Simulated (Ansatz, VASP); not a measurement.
# C: VASP beside Ansatz

```
C
1.0
     2.45887    0.00000    0.00000
    -0.00822    4.60287    0.00000
     0.00000    0.00000   25.62568
C
14
Direct
  0.74938 0.81881 0.30344
  0.24906 0.72525 0.32062
  0.24834 0.50773 0.36261
  0.74800 0.40660 0.38277
  0.74733 0.20394 0.42513
  0.24700 0.10557 0.44626
  0.24635 0.90907 0.48932
  0.74603 0.81182 0.51069
  0.74538 0.61531 0.55374
  0.24505 0.51693 0.57487
  0.24438 0.31423 0.61723
  0.74404 0.21308 0.63739
  0.74332 0.99554 0.67937
  0.24300 0.90197 0.69655
```

Alike in both runs: functional PBEsol; k mesh 11 × 6 × 1; occupations gaussian, width 0.05 eV; no spin polarisation.

Ansatz relaxed the structure, and its values are those at the end. VASP's run is a single point on that final structure, the one shown.

|  | VASP | Ansatz |
| --- | --- | --- |
| version | VASP 6.6.1 | Ansatz 0.2.0 |
| potentials or method | VASP PAW PBE potentials, release 64 (C), cutoff 520 eV | scalar-relativistic, plane waves, PAW |
| valence electrons in the cell | 56 | 56 |

```tsv
	VASP	Ansatz	Ansatz less VASP
gap on the k mesh at the Fermi level (eV)	none	none	-
rms of the force components (eV/Å)	0.013	0.008	-0.0045
work function, face that differs most (eV)	5.68	5.68	+0.004
```

VASP's potentials were made for PBE, not for PBEsol. A gap of «none» marks a metal or a gap that the smearing closes. Ansatz's warnings: xc potential rough in thin density.
